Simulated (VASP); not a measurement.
# Ti5Cl in VASP: relaxation of the atoms with PBE

Aim: the relaxation of the atoms of Ti5Cl with PBE.

Program: VASP 6.6.1. These are calculated values, not measurements. Logs are shortened: lines on timing, memory, paths and dates and some standing lists are left out, and cuts for length are marked.

## Step 1: The cell of the first run

The cell holds a slab with vacuum, 6 atoms: a = 2.938 Å, b = 2.938 Å, c = 24.712 Å, α = 90.00°, β = 90.00°, γ = 120.00°.

## Step 2: Relaxation of the atoms, PBE

INCAR reads:

```
  PREC = Accurate
  ENCUT = 520
  EDIFF = 1E-7
  ISMEAR = 0
  SIGMA = 0.1
  LREAL = False
  LASPH = True
  NELM = 60
  ALGO = Normal
  ISIF = 2
  LWAVE = False
  LCHARG = False
  LDIPOL = True
  IDIPOL = 3
  DIPOL = 0.5 0.5 0.399
  GGA = PE
  IBRION = 2
  NSW = 36
  EDIFFG = -0.025
```

KPOINTS reads:

```
regular mesh
0
Gamma
  9 9 1
```

POSCAR reads:

```
Ti5Cl
1.0
    2.9381632086      0.0000000000      0.0000000000
   -1.4690816043      2.5445239791      0.0000000000
    0.0000000000      0.0000000000     24.7117068140
Ti Cl
5 1
Selective dynamics
Direct
    0.6666666667      0.3333333333      0.1618666015  F F F
    0.3333333333      0.6666666667      0.2559609806  F F F
    0.6666666667      0.3333333333      0.3506708119  F F F
    0.3333333333      0.6666666667      0.4475655916  F F F
    0.6666666667      0.3333333333      0.5346335206  F F F
    0.6666666667      0.3333333333      0.6406561446  F F T
```

Potentials or basis: VASP PAW PBE potentials, release 64 (Ti_sv, Cl).

Launch:

```sh
$ cat potpaw_PBE.64/Ti_sv/POTCAR potpaw_PBE.64/Cl/POTCAR > POTCAR
$ mpirun -np 1 vasp_std > vasp.out
```

OUTCAR:

```text
PREC = Accurate
   ENCUT = 520
   EDIFF = 1E-7
   ISMEAR = 0
   LREAL = False
   LASPH = True
   NELM = 60
   ISIF = 2
   GGA = PE
   IBRION = 2
   NSW = 36
   EDIFFG = -0.025

 ion  position               nearest neighbor table
   1  0.667  0.333  0.162-   2 2.88   2 2.88   2 2.88
   2  0.333  0.667  0.256-   1 2.88   1 2.88   1 2.88   3 2.89   3 2.89   3 2.89
   3  0.667  0.333  0.351-   2 2.89   2 2.89   2 2.89
   4  0.333  0.667  0.448-   5 2.74   5 2.74   5 2.74
   5  0.667  0.333  0.535-   6 2.62   4 2.74   4 2.74   4 2.74
   6  0.667  0.333  0.641-   5 2.62

  LATTYP: Found a hexagonal cell.
 ALAT       =     2.9381632086
 C/A-ratio  =     8.4105970498

  Lattice vectors:

 A1 = (   2.9381632086,   0.0000000000,   0.0000000000)
 A2 = (  -1.4690816043,   2.5445239791,   0.0000000000)
 A3 = (   0.0000000000,   0.0000000000,  24.7117068140)

Analysis of symmetry for initial positions (statically):
=====================================================================
 Subroutine PRICEL returns:
 Original cell was already a primitive cell.

 Routine SETGRP: Setting up the symmetry group for a
 hexagonal supercell.

 Subroutine GETGRP returns: Found  6 space group operations
 (whereof  6 operations were pure point group operations)
 out of a pool of 24 trial point group operations.

The static configuration has the point symmetry C_3v.

Analysis of symmetry for dynamics (positions and initial velocities):
=====================================================================
 Subroutine PRICEL returns:
 Original cell was already a primitive cell.

 Routine SETGRP: Setting up the symmetry group for a
 hexagonal supercell.

 Subroutine GETGRP returns: Found  6 space group operations
 (whereof  6 operations were pure point group operations)
 out of a pool of 24 trial point group operations.

The dynamic configuration has the point symmetry C_3v.

Analysis of constrained symmetry for selective dynamics:
=====================================================================
 Subroutine PRICEL returns:
 Original cell was already a primitive cell.

 Routine SETGRP: Setting up the symmetry group for a
 hexagonal supercell.

 Subroutine GETGRP returns: Found  6 space group operations
 (whereof  6 operations were pure point group operations)
 out of a pool of 24 trial point group operations.

The constrained configuration has the point symmetry C_3v.

 Subroutine INISYM returns: Found  6 space group operations
 (whereof  6 operations are pure point group operations),
 and found     1 'primitive' translations

----------------------------------------------------------------------------------------

                                     Primitive cell

  volume of cell :     184.7503

  direct lattice vectors                    reciprocal lattice vectors
     2.938163209  0.000000000  0.000000000     0.340348690  0.196500408  0.000000000
    -1.469081604  2.544523979  0.000000000     0.000000000  0.393000816  0.000000000
     0.000000000  0.000000000 24.711706814     0.000000000  0.000000000  0.040466650

  length of vectors
     2.938163209  2.938163209 24.711706814     0.393000816  0.393000816  0.040466650

  position of ions in fractional coordinates (direct lattice)
     0.666666667  0.333333333  0.161866602
     0.333333333  0.666666667  0.255960981
     0.666666667  0.333333333  0.350670812
     0.333333333  0.666666667  0.447565592
     0.666666667  0.333333333  0.534633521
     0.666666667  0.333333333  0.640656145

  ion indices of the primitive-cell ions
   primitive index   ion index
                 1           1
                 2           2
                 3           3
                 4           4
                 5           5
                 6           6

----------------------------------------------------------------------------------------

 KPOINTS: regular mesh
[... 25 lines left out ...]
  0.000000  0.000000  0.000000      1.000000
  0.111111 -0.000000  0.000000      6.000000
  0.222222 -0.000000  0.000000      6.000000
  0.333333 -0.000000  0.000000      6.000000
  0.444444 -0.000000  0.000000      6.000000
  0.111111  0.111111  0.000000      6.000000
  0.222222  0.111111  0.000000     12.000000
  0.333333  0.111111  0.000000     12.000000
  0.444444  0.111111  0.000000      6.000000
  0.222222  0.222222  0.000000      6.000000
  0.333333  0.222222  0.000000     12.000000
  0.333333  0.333333  0.000000      2.000000
   k-points           NKPTS =     12   k-points in BZ     NKDIM =     12   number of bands    NBANDS=     40
   number of dos      NEDOS =    301   number of ions     NIONS =      6
   total plane-waves  NPLWV = 110592
   dimension x,y,z NGX =    24 NGY =   24 NGZ =  192
   dimension x,y,z NGXF=    48 NGYF=   48 NGZF=  384
   ions per type =               5   1
   NGX,Y,Z   is equivalent  to a cutoff of  13.58, 13.58, 12.92 a.u.
   NGXF,Y,Z  is equivalent  to a cutoff of  27.16, 27.16, 25.83 a.u.
 SYSTEM =  unknown system
   PREC   = accura    normal or accurate (medium, high low for compatibility)
   ISTART =      0    job   : 0-new  1-cont  2-samecut
   ICHARG =      2    charge: 1-file 2-atom 10-const
   ISPIN  =      1    spin polarized calculation?
   LNONCOLLINEAR =      F non collinear calculations
   LSORBIT =      F    spin-orbit coupling
   LASPH  =      T    aspherical Exc in radial PAW
   ENCUT  =  520.0 eV  38.22 Ry    6.18 a.u.   5.46  5.46 45.95*2*pi/ulx,y,z
   NELM   =     60;   NELMIN=  2; NELMDL= -5     # of ELM steps
   EDIFF  = 0.1E-06   stopping-criterion for ELM
   LREAL  =      F    real-space projection
   EDIFFG = -.3E-01   stopping-criterion for IOM
   NSW    =     36    number of steps for IOM
   IBRION =      2    ionic relax: 0-MD 1-quasi-New 2-CG
   NFREE  =      1    steps in history (QN), initial steepest desc. (CG)
   ISIF   =      2    stress and relaxation
   ISYM   =      2    0-nonsym 1-usesym 2-fastsym
   POTIM  = 0.5000    time-step for ionic-motion
   TEBEG  =    0.0;   TEEND  =   0.0 temperature during run
   PSTRESS=    0.0 pullay stress
   NELECT =      67.0000    total number of electrons
   NUPDOWN=      -1.0000    fix difference up-down
   EMIN   =  10.00;   EMAX   =-10.00  energy-range for DOS
   EFERMI =   0.00;   METHOD = LEGACY
   ISMEAR =     0;   SIGMA  =   0.10  broadening in eV -4-tet -1-fermi 0-gaus
   EFERMI_NEDOS =   21; number of points for ismear=-14 and -15
   IALGO  =     38    algorithm
   IMIX   =      4    mixing-type and parameters
     AMIX     =   0.40;   BMIX     =  1.00
     AMIX_MAG =   1.60;   BMIX_MAG =  1.00
  volume/ion in A,a.u.               =      30.79       207.79
  Fermi-wavevector in a.u.,A,eV,Ry     =   1.167449  2.206159 18.543896  1.362938
  Thomas-Fermi vector in A             =   2.303949
   LORBIT       =      0    0 simple, 1 ext, 2 COOP (PROOUT), +10 PAW based schemes
   GGA     = PE    functional components
   LHFCALC =     F    Hartree Fock is set to
   AEXX    =    0.0000 exact exchange contribution
   IVDW    =     0    specifies the selected vdW correction
   LEPSILON=     F    determine dielectric tensor
   LRPA    =     F    only Hartree local field effects (RPA)
 conjugate gradient relaxation of ions
 non-spin polarized calculation
 Gauss-broadening in eV      SIGMA  =   0.10
  energy-cutoff  :      520.00
  volume of cell :      184.75
 maximum number of plane-waves:      5059
 NGX is ok and might be reduce to    24
   NGX = 11   NGY = 11   NGZ = 91

--------------------------------------- Ionic step        1  -------------------------------------------

 number of electron      66.9999993 magnetization

 Free energy of the ion-electron system (eV)
  ---------------------------------------------------
  ext. energy  EPLUGINS =         0.00000000
  ---------------------------------------------------
  free energy    TOTEN  =       -40.00074587 eV

  energy without entropy =      -39.93860107  energy(sigma->0) =      -39.96967347

------------------------ aborting loop because EDIFF is reached ----------------------------------------

  FORCE on cell =-STRESS in cart. coord.  units (eV):
  Direction    XX          YY          ZZ          XY          YZ          ZX
  --------------------------------------------------------------------------------------
  -------------------------------------------------------------------------------------
  Total        1.9594710      1.9594710     -5.2078338      0.0000000      0.0000000      0.0000000
  in kB       16.9927718     16.9927718    -45.1629693      0.0000000      0.0000000      0.0000000
  external PRESSURE =      -3.7258085 kB  Pullay stress =       0.0000000 kB
[... 101 lines left out ...]
  FREE ENERGIE OF THE ION-ELECTRON SYSTEM (eV)
  ---------------------------------------------------
  free  energy   TOTEN  =       -40.5833571279 eV

  energy  without entropy=      -40.5350900376  energy(sigma->0) =      -40.55922358

 dipolmoment           0.000000      0.000000     -0.001326 electrons x Angstroem

[... ionic steps 4 to 7 ...]

--------------------------------------- Ionic step        8  -------------------------------------------

 number of electron      66.9999993 magnetization

------------------------ aborting loop because EDIFF is reached ----------------------------------------
[... 75 lines left out ...]
--------------------------------------- Ionic step       10  -------------------------------------------

 number of electron      66.9999993 magnetization

 dipolmoment           0.000000      0.000000      0.036472 electrons x Angstroem

 Free energy of the ion-electron system (eV)
  ---------------------------------------------------
  ext. energy  EPLUGINS =         0.00000000
  ---------------------------------------------------
  free energy    TOTEN  =       -40.66748714 eV

  energy without entropy =      -40.62109285  energy(sigma->0) =      -40.64429000

 E-fermi :   2.3830     XC(G=0):  -6.9724

 val. band max:        2.3797745848   @ k =   0.3333   0.1111   0.0000
 cond. band min:       2.3924706085   @ k =   0.3333  -0.0000   0.0000
 fundamental gap:      0.0126960238
 Fermi energy:         2.3829638506

 k-point     1 :       0.0000    0.0000    0.0000
  band No.  band energies     occupation
      1     -54.6978      2.00000
      2     -54.5927      2.00000
      3     -54.4331      2.00000
      4     -54.3831      2.00000
      5     -54.3484      2.00000
      6     -31.2209      2.00000
[... 505 lines left out ...]
     39       2.7864      0.00000
     40       3.0020      0.00000

------------------------ aborting loop because EDIFF is reached ----------------------------------------

 vacuum level on the upper side and lower side of the slab       (xc-potential included)         0.330        -0.658

  FORCE on cell =-STRESS in cart. coord.  units (eV):
  Direction    XX          YY          ZZ          XY          YZ          ZX
  --------------------------------------------------------------------------------------
  -------------------------------------------------------------------------------------
  Total        4.1017099      4.1017099     -0.1851610      0.0000000     -0.0000000      0.0000000
  in kB       35.5705284     35.5705284     -1.6057384      0.0000000     -0.0000000      0.0000000
  external PRESSURE =      23.1784395 kB  Pullay stress =       0.0000000 kB
[... 21 lines left out ...]
  FREE ENERGIE OF THE ION-ELECTRON SYSTEM (eV)
  ---------------------------------------------------
  free  energy   TOTEN  =       -40.6674871402 eV

  energy  without entropy=      -40.6210928511  energy(sigma->0) =      -40.64429000

 reached required accuracy - stopping structural energy minimisation

 vacuum level on the upper side and lower side of the slab         7.583         6.591
```

It took 50 min on 1 thread of Oxide Virtual Turin-like, shared host; peak memory 0.34 GiB.

Results:

- Free energy: -40.6675 eV
- Energy gained by relaxing: 111.1 meV/atom
- Ionic steps: 10
- Band gap on the k mesh: zero (an odd number of electrons rules out a gap without spin polarisation)

Step by step:
| step | energy change (eV) | largest force on free atoms (eV/Å) | pressure (GPa) |
| --- | --- | --- | --- |
| 1 | 0.0000 | 1.7575 | -0.37 |
| 2 | -0.1537 | 1.8569 | -0.09 |
| 3 | -0.5826 | 1.3674 | 1.34 |
| 4 | 1.6652 | 15.1723 | 9.98 |
| 5 | -0.6323 | 0.9580 | 1.68 |
| 6 | -0.6617 | 0.4203 | 2.58 |
| 7 | -0.6666 | 0.0626 | 2.28 |
| 8 | -0.6665 | 0.0832 | 2.37 |
| 9 | -0.6667 | 0.0400 | 2.29 |
| 10 | -0.6667 | 0.0008 | 2.32 |

Final structure:
```
CELL_PARAMETERS angstrom
2.93816 0.00000 0.00000
-1.46908 2.54452 0.00000
0.00000 0.00000 24.71171
ATOMIC_POSITIONS crystal
Ti 0.66667 0.33333 0.16187
Ti 0.33333 0.66667 0.25596
Ti 0.66667 0.33333 0.35067
Ti 0.33333 0.66667 0.44757
Ti 0.66667 0.33333 0.53463
Cl 0.66667 0.33333 0.62247
```

Caveat: an odd number of electrons without spin polarisation forces a metal; a magnetic or distorted state may lie lower.
